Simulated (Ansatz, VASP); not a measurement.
# NaCl in VASP and in Ansatz

```xyz
4
Lattice="4.6247 0.0000 0.0000 -2.3123 4.0051 0.0000 0.0000 0.0000 5.4558" Properties=species:S:1:pos:R:3 pbc="T T T"
Na    0.0000    2.6701   -0.3410
Na    2.3123    1.3350    2.3869
Cl    0.0000    2.6701    2.3869
Cl    2.3123    1.3350    5.1148
```

Alike in both runs: task single point; functional r2SCAN; k mesh 6 × 6 × 4; no spin polarisation.

|  | VASP | Ansatz |
| --- | --- | --- |
| version | VASP 6.6.1 | Ansatz 0.2.0 |
| potentials or method | VASP PAW PBE potentials, release 64 (Na_pv, Cl) | plane waves, PAW |
| plane-wave cutoff (eV) | 520 | 500 |
| occupations | gaussian, width 0.01 eV | fixed |
| valence electrons in the cell | 28 | 32 |

|  | VASP | Ansatz | Ansatz less VASP |
| --- | --- | --- | --- |
| gap on the k mesh at the Fermi level (eV) | 5.61 | 5.60 | -0.012 |
| pressure (GPa) | 1.3 | 1.5 | +0.20 |
| traceless stress, the component that is largest in VASP (GPa) | 0.14 | 0.19 | +0.049 |

VASP's potentials were made for PBE, not for r2SCAN. VASP's potentials hold 28 valence electrons a cell and Ansatz's 32, so a difference there can come from the potentials and not from the codes. Ansatz's warnings: structure snapped to symmetry.
